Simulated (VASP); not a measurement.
Write the native input for VASP 6.6.1 that does the following.

- Task: single point
- Functional: PBEsol
- Potentials or basis: VASP PAW PBE potentials, release 64 (Pt)
- Cutoff: 520 eV
- k mesh: 18 × 18 × 10
- Occupations: gaussian, width 0.15 eV
- Spin: no spin polarisation
- Dipole correction: no
- Further INCAR settings: ALGO = Fast; EDIFF = 1e-06; NBANDS = 17

The structure of Pt lies in POSCAR:

```
Pt
1.0
    3.1228649446      0.0000000000      0.0000000000
   -1.5614324723      2.3908065546      0.0000000000
    0.0000000000      0.0000000000      4.7921340000
Pt
2
Direct
    0.6666666667      0.3333333333      0.7500000000
    0.3333333333      0.6666666667      0.2500000000
```

This cell differs from its parent crystal: strain +0.1312 x Voigt [1, 0, 0, 0, 0, 0].

The input as run:

INCAR

```
SYSTEM = Pt
  PREC = Accurate
  ENCUT = 520
  EDIFF = 1E-6
  ISMEAR = 0
  SIGMA = 0.15
  LREAL = .False.
  LASPH = .True.
  NELM = 100
  ALGO = Fast
  ISIF = 2
  LWAVE = .False.
  LCHARG = .False.
  GGA = PS
  NBANDS = 17
```

KPOINTS

```
Automatic mesh
0
Gamma
  18 18 10
  0 0 0
```

Potentials or basis: VASP PAW PBE potentials, release 64 (Pt).

Launch:

```bash
$ cat potpaw_PBE.64/Pt/POTCAR > POTCAR
$ mpirun -np 1 vasp_std > vasp.out
```

Results of the run:

```json
{
  "Pressure": "-28.9 GPa",
  "Largest force": "0.055 eV/Å",
  "Band gap on the k mesh": "zero (bands 10 and 11 overlap by 1.14 eV)"
}
```

Caveat: the cell differs from its parent crystal (strain +0.1312 x Voigt [1, 0, 0, 0, 0, 0]); the cell stands under tension; the PAW data sets were made with another functional, which shifts forces and pressure a little; spin-orbit coupling is left out, which moves the levels of the heavy elements.

It took 120 s on 1 thread of AMD EPYC 9R45 96-Core Processor (Zen 5), on a shared host, peak memory 0.34 GiB.
